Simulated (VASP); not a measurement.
Input of a VASP 6.6.1 run:

File INCAR:

```
PREC = Accurate
ENCUT = 600
EDIFF = 1E-8
ISMEAR = -1
SIGMA = 0.05
LREAL = F
LASPH = T
NELM = 60
ALGO = Normal
ISIF = 3
LWAVE = F
LCHARG = F
GGA = PS
NBANDS = 18
IBRION = 6
NFREE = 2
POTIM = 0.015
NSW = 1
```

KPOINTS

```
regular mesh
0
Gamma
  8 8 4
```

File POSCAR:

```
Sc
1.0
    3.3090000000      0.0000000000      0.0000000000
   -1.6545000000      2.8656780611      0.0000000000
    0.0000000000      0.0000000000      5.2733000000
Sc
2
Direct
    0.6666666667      0.3333333333      0.7500000000
    0.3333333333      0.6666666667      0.2500000000
```

Potentials or basis: VASP PAW PBE potentials, release 64 (Sc_sv).

Command:

```console
$ cat potpaw_PBE.64/Sc_sv/POTCAR > POTCAR
$ mpirun -np 1 vasp_std > vasp.out
```

(1) What does it give for the Voigt bulk modulus?

(2) Predict the highest phonon frequency at Γ.

Results:

(1) 51 GPa.

(2) 203 cm⁻¹.

Caveat: the cell is under stress, which shifts elastic constants; the PAW data sets were made with another functional, which shifts forces and pressure a little.
